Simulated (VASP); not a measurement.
# Sn (I4_1/amd) in VASP: notebook

Runs on Sn. Level: PBEsol. Tasks: single point.

All numbers are computed with VASP 6.6.1; they aren't measurements. Logs are shortened: lines on timing, memory, paths and dates and some standing lists are left out, and cuts for length are marked.

## (1) The cell of the first run

Symmetry: I4_1/amd, No. 141, tetragonal system. Conventional cell: a = 5.839 Å, b = 5.839 Å, c = 3.188 Å, α = 90.00°, β = 90.00°, γ = 90.00°. Within 4.0 Å of Sn (site symmetry -4m2) lie 10 Sn at 3.03 to 3.77 Å.

## (2) Single point, PBEsol

Contents of INCAR:

```
SYSTEM = Sn
PREC     = Accurate       ! precision mode
ENCUT    = 520            ! plane-wave cutoff, eV
EDIFF    = 1E-6           ! SCF threshold, eV
ISMEAR   = 1              ! smearing method
SIGMA    = 0.25           ! smearing width, eV
LREAL    = .False.        ! projectors in reciprocal space
LASPH    = .True.         ! aspherical terms in the spheres
NELM     = 80             ! most SCF steps
ALGO     = Normal         ! electronic algorithm
ISIF     = 2              ! what is computed and relaxed
LWAVE    = .False.        ! write WAVECAR
LCHARG   = .False.        ! write CHGCAR
GGA      = PS             ! functional
NBANDS   = 21             ! bands
```

Contents of KPOINTS:

```
Automatic mesh
0
Gamma
  11 11 11
  0 0 0
```

Contents of POSCAR:

```
Sn
1.0
   -2.9196440000      2.9196440000      1.5938000000
    2.9196440000     -2.9196440000      1.5938000000
    2.9196440000      2.9196440000     -1.5938000000
Sn
2
Direct
    0.0000000000      0.0000000000      0.0000000000
    0.7500000000      0.2500000000      0.5000000000
```

Potentials or basis: VASP PAW PBE potentials, release 64 (Sn_d).

Launch:

```sh
> cat potpaw_PBE.64/Sn_d/POTCAR > POTCAR
> mpirun -np 1 vasp_std > vasp.out
```

OUTCAR:

```text
SYSTEM = Sn
   PREC = Accurate
   ENCUT = 520
   EDIFF = 1E-6
   ISMEAR = 1
   LREAL = .False.
   LASPH = .True.
   NELM = 80
   ISIF = 2
   GGA = PS

 ion  position               nearest neighbor table
   1  0.000  0.000  0.000-   2 3.03   2 3.03   2 3.03   2 3.03
   2  0.750  0.250  0.500-   1 3.03   1 3.03   1 3.03   1 3.03

  LATTYP: Found a body centered tetragonal cell.
 ALAT       =     5.8392880000
 C/A-ratio  =     0.5458884713

  Lattice vectors:

 A1 = (  -2.9196440000,   2.9196440000,   1.5938000000)
 A2 = (   2.9196440000,  -2.9196440000,   1.5938000000)
 A3 = (   2.9196440000,   2.9196440000,  -1.5938000000)

Analysis of symmetry for initial positions (statically):
=====================================================================
 Subroutine PRICEL returns:
 Original cell was already a primitive cell.

 Routine SETGRP: Setting up the symmetry group for a
 body centered tetragonal supercell.

 Subroutine GETGRP returns: Found 16 space group operations
 (whereof  8 operations were pure point group operations)
 out of a pool of 16 trial point group operations.

The static configuration has the point symmetry D_2d.
 The point group associated with its full space group is D_4h.

Analysis of symmetry for dynamics (positions and initial velocities):
=====================================================================
 Subroutine PRICEL returns:
 Original cell was already a primitive cell.

 Routine SETGRP: Setting up the symmetry group for a
 body centered tetragonal supercell.

 Subroutine GETGRP returns: Found 16 space group operations
 (whereof  8 operations were pure point group operations)
 out of a pool of 16 trial point group operations.

The dynamic configuration has the point symmetry D_2d.
 The point group associated with its full space group is D_4h.

 Subroutine INISYM returns: Found 16 space group operations
 (whereof  8 operations are pure point group operations),
 and found     1 'primitive' translations

----------------------------------------------------------------------------------------

                                     Primitive cell

  volume of cell :      54.3443

  direct lattice vectors                    reciprocal lattice vectors
    -2.919644000  2.919644000  1.593800000     0.000000000  0.171253756  0.313715648
     2.919644000 -2.919644000  1.593800000     0.171253756  0.000000000  0.313715648
     2.919644000  2.919644000 -1.593800000     0.171253756  0.171253756  0.000000000

  length of vectors
     4.425928221  4.425928221  4.425928221     0.357414824  0.357414824  0.242189384

  position of ions in fractional coordinates (direct lattice)
     0.000000000  0.000000000  0.000000000
     0.750000000  0.250000000  0.500000000

  ion indices of the primitive-cell ions
   primitive index   ion index
                 1           1
                 2           2

----------------------------------------------------------------------------------------

 KPOINTS: Automatic mesh

Automatic generation of k-mesh.
 Grid dimensions read from file:
 generate k-points for:   11   11   11

 Generating k-lattice:

  Cartesian coordinates                     Fractional coordinates (reciprocal lattice)
     0.000000000  0.015568523  0.028519604     0.090909091  0.000000000 -0.000000000
     0.015568523  0.000000000  0.028519604     0.000000000  0.090909091 -0.000000000
     0.015568523  0.015568523  0.000000000     0.000000000  0.000000000  0.090909091

  Length of vectors
     0.032492257  0.032492257  0.022017217

  Shift w.r.t. Gamma in fractional coordinates (k-lattice)
     0.000000000  0.000000000  0.000000000

 Subroutine IBZKPT returns following result:
 ===========================================

 Found    126 irreducible k-points:

 Following reciprocal coordinates:
            Coordinates               Weight
  0.000000  0.000000  0.000000      1.000000
  0.090909  0.000000  0.000000      8.000000
  0.181818  0.000000  0.000000      8.000000
  0.272727  0.000000 -0.000000      8.000000
  0.363636  0.000000 -0.000000      8.000000
  0.454545  0.000000 -0.000000      8.000000
[... 16 lines left out ...]
 -0.272727  0.181818  0.000000     16.000000
 -0.181818  0.181818  0.000000      4.000000
 [... further k-points ...]
   k-points           NKPTS =    126   k-points in BZ     NKDIM =    126   number of bands    NBANDS=     21
   number of dos      NEDOS =    301   number of ions     NIONS =      2
   total plane-waves  NPLWV =  46656
   dimension x,y,z NGX =    36 NGY =   36 NGZ =   36
   dimension x,y,z NGXF=    72 NGYF=   72 NGZF=   72
   ions per type =               2
   NGX,Y,Z   is equivalent  to a cutoff of  13.52, 13.52, 13.52 a.u.
   NGXF,Y,Z  is equivalent  to a cutoff of  27.04, 27.04, 27.04 a.u.
 SYSTEM =  Sn
   PREC   = accura    normal or accurate (medium, high low for compatibility)
   ISTART =      0    job   : 0-new  1-cont  2-samecut
   ICHARG =      2    charge: 1-file 2-atom 10-const
   ISPIN  =      1    spin polarized calculation?
   LNONCOLLINEAR =      F non collinear calculations
   LSORBIT =      F    spin-orbit coupling
   LASPH  =      T    aspherical Exc in radial PAW
   ENCUT  =  520.0 eV  38.22 Ry    6.18 a.u.   8.23  8.23  8.23*2*pi/ulx,y,z
   NELM   =     80;   NELMIN=  2; NELMDL= -5     # of ELM steps
   EDIFF  = 0.1E-05   stopping-criterion for ELM
   LREAL  =      F    real-space projection
   EDIFFG = 0.1E-04   stopping-criterion for IOM
   NSW    =      0    number of steps for IOM
   IBRION =     -1    ionic relax: 0-MD 1-quasi-New 2-CG
   NFREE  =      0    steps in history (QN), initial steepest desc. (CG)
   ISIF   =      2    stress and relaxation
   ISYM   =      2    0-nonsym 1-usesym 2-fastsym
   POTIM  = 0.5000    time-step for ionic-motion
   TEBEG  =    0.0;   TEEND  =   0.0 temperature during run
   PSTRESS=    0.0 pullay stress
   NELECT =      28.0000    total number of electrons
   NUPDOWN=      -1.0000    fix difference up-down
   EMIN   =  10.00;   EMAX   =-10.00  energy-range for DOS
   EFERMI =   0.00;   METHOD = LEGACY
   ISMEAR =     1;   SIGMA  =   0.25  broadening in eV -4-tet -1-fermi 0-gaus
   EFERMI_NEDOS =   21; number of points for ismear=-14 and -15
   IALGO  =     38    algorithm
   IMIX   =      4    mixing-type and parameters
     AMIX     =   0.40;   BMIX     =  1.00
     AMIX_MAG =   1.60;   BMIX_MAG =  1.00
  volume/ion in A,a.u.               =      27.17       183.37
  Fermi-wavevector in a.u.,A,eV,Ry     =   1.312430  2.480134 23.435678  1.722474
  Thomas-Fermi vector in A             =   2.442823
   LORBIT       =      0    0 simple, 1 ext, 2 COOP (PROOUT), +10 PAW based schemes
   GGA     = PS    functional components
   LHFCALC =     F    Hartree Fock is set to
   AEXX    =    0.0000 exact exchange contribution
   IVDW    =     0    specifies the selected vdW correction
   LEPSILON=     F    determine dielectric tensor
   LRPA    =     F    only Hartree local field effects (RPA)
 non-spin polarized calculation
 Methfessel and Paxton  Order N= 1 SIGMA  =   0.25
  energy-cutoff  :      520.00
  volume of cell :       54.34
 maximum number of plane-waves:      1480
 NGX is ok and might be reduce to    36
   NGX = 17   NGY = 17   NGZ = 17

 number of electron      27.9999999 magnetization

 Free energy of the ion-electron system (eV)
  ---------------------------------------------------
  ext. energy  EPLUGINS =         0.00000000
  ---------------------------------------------------
  free energy    TOTEN  =        -8.52141574 eV

  energy without entropy =       -8.51975815  energy(sigma->0) =       -8.52086321

 E-fermi :   7.7874     XC(G=0): -10.4456

 val. band max:        7.7593877308   @ k =  -0.4545   0.0909   0.0000
 cond. band min:       7.7934693502   @ k =   0.4545   0.2727   0.0909
 fundamental gap:      0.0340816194
 Fermi energy:         7.7873565157

 k-point     1 :       0.0000    0.0000    0.0000
  band No.  band energies     occupation
      1     -13.7507      2.00000
      2     -13.6615      2.00000
      3     -13.6234      2.00000
      4     -13.6066      2.00000
      5     -13.4590      2.00000
      6     -13.4590      2.00000
[... 13 lines left out ...]
     20      17.6832      0.00000
     21      18.3328      0.00000

 k-point     2 :       0.0909    0.0000    0.0000
  band No.  band energies     occupation
      1     -13.7455      2.00000
      2     -13.6453      2.00000
      3     -13.6174      2.00000
      4     -13.5877      2.00000
      5     -13.4706      2.00000
      6     -13.4684      2.00000
[... 13 lines left out ...]
     20      17.0247      0.00000
     21      17.1054      0.00000

 k-point     3 :       0.1818    0.0000    0.0000
  band No.  band energies     occupation
      1     -13.7301      2.00000
      2     -13.6054      2.00000
      3     -13.6011      2.00000
      4     -13.5480      2.00000
      5     -13.4951      2.00000
      6     -13.4739      2.00000
[... 13 lines left out ...]
     20      15.6877      0.00000
     21      16.2096      0.00000

 k-point     4 :       0.2727    0.0000   -0.0000
  band No.  band energies     occupation
      1     -13.7092      2.00000
      2     -13.5815      2.00000
      3     -13.5711      2.00000
      4     -13.5392      2.00000
      5     -13.5201      2.00000
      6     -13.4780      2.00000
[... 13 lines left out ...]
     20      14.7834      0.00000
     21      16.6386      0.00000

 k-point     5 :       0.3636    0.0000   -0.0000
  band No.  band energies     occupation
      1     -13.6900      2.00000
      2     -13.5757      2.00000
      3     -13.5707      2.00000
      4     -13.5535      2.00000
      5     -13.5262      2.00000
      6     -13.4954      2.00000
[... 13 lines left out ...]
     20      14.8800      0.00000
     21      17.6358      0.00000
[... 382 lines left out ...]
     20      16.0999      0.00000
     21      16.6403      0.00000

 k-point    22 :      -0.3636    0.1818    0.0000
  band No.  band energies     occupation
      1     -13.6878      2.00000
      2     -13.6166      2.00000
      3     -13.5875      2.00000
      4     -13.5628      2.00000
      5     -13.5043      2.00000
      6     -13.4672      2.00000
[... 13 lines left out ...]
     20      16.2699      0.00000
     21      17.2995      0.00000

 k-point    23 :      -0.2727    0.1818    0.0000
  band No.  band energies     occupation
      1     -13.7074      2.00000
      2     -13.6521      2.00000
      3     -13.6132      2.00000
      4     -13.5848      2.00000
      5     -13.4854      2.00000
      6     -13.4500      2.00000
[... 13 lines left out ...]
     20      17.6805      0.00000
     21      18.2607      0.00000

 k-point    24 :      -0.1818    0.1818    0.0000
  band No.  band energies     occupation
      1     -13.7236      2.00000
      2     -13.6660      2.00000
      3     -13.6228      2.00000
      4     -13.6005      2.00000
      5     -13.4729      2.00000
      6     -13.4452      2.00000
[... 13 lines left out ...]
     20      17.8942      0.00000
     21      18.0382      0.00000

 [... further k-points ...]
[... 5 lines left out ...]
  --------------------------------------------------------------------------------------
  -------------------------------------------------------------------------------------
  Total       -0.0481628     -0.0481628     -0.5046369      0.0000000      0.0000000      0.0000000
  in kB       -1.4199355     -1.4199355    -14.8777061      0.0000000      0.0000000      0.0000000
  external PRESSURE =      -5.9058590 kB  Pullay stress =       0.0000000 kB

 VOLUME and BASIS-vectors are now :
 -----------------------------------------------------------------------------
  energy-cutoff  :      520.00
  volume of cell :       54.34
      direct lattice vectors                 reciprocal lattice vectors
    -2.919644000  2.919644000  1.593800000     0.000000000  0.171253756  0.313715648
     2.919644000 -2.919644000  1.593800000     0.171253756  0.000000000  0.313715648
     2.919644000  2.919644000 -1.593800000     0.171253756  0.171253756  0.000000000

 POSITION                                       TOTAL-FORCE (eV/Angst)
 -----------------------------------------------------------------------------------
      0.00000      0.00000      0.00000        -0.000000      0.000000     -0.000000
      0.00000      2.91964      0.79690         0.000000     -0.000000      0.000000
 -----------------------------------------------------------------------------------
    total drift:                               -0.000000      0.000000     -0.000000

  FREE ENERGIE OF THE ION-ELECTRON SYSTEM (eV)
  ---------------------------------------------------
  free  energy   TOTEN  =        -8.5214157389 eV

  energy  without entropy=       -8.5197581500  energy(sigma->0) =       -8.52086321
```

Wall time 2.1 min (1 thread of Intel Xeon 6975P-C, shared host); peak memory 0.27 GiB.

Results:

| Item | Value |
| --- | --- |
| Free energy | -8.5214 eV |
| Pressure | -0.6 GPa |
| Band gap on the k mesh | zero (band 14 reaches 9.23 eV, above the bottom of band 15 at 5.40 eV) |

Levels at points of the mesh, in eV from the Fermi level:
| k point | band 11 | band 12 | band 13 | band 14 | band 15 | band 16 | band 17 | band 18 |
| --- | --- | --- | --- | --- | --- | --- | --- | --- |
| (0.00, 0.00, 0.00) | -11.13 | -3.63 | -1.96 | -1.96 | 2.97 | 6.23 | 6.23 | 6.81 |

Caveat: the PAW data sets were made with another functional, which shifts forces and pressure a little; spin-orbit coupling is left out, which moves the levels of the heavy elements.

[end of part 1 of 2]
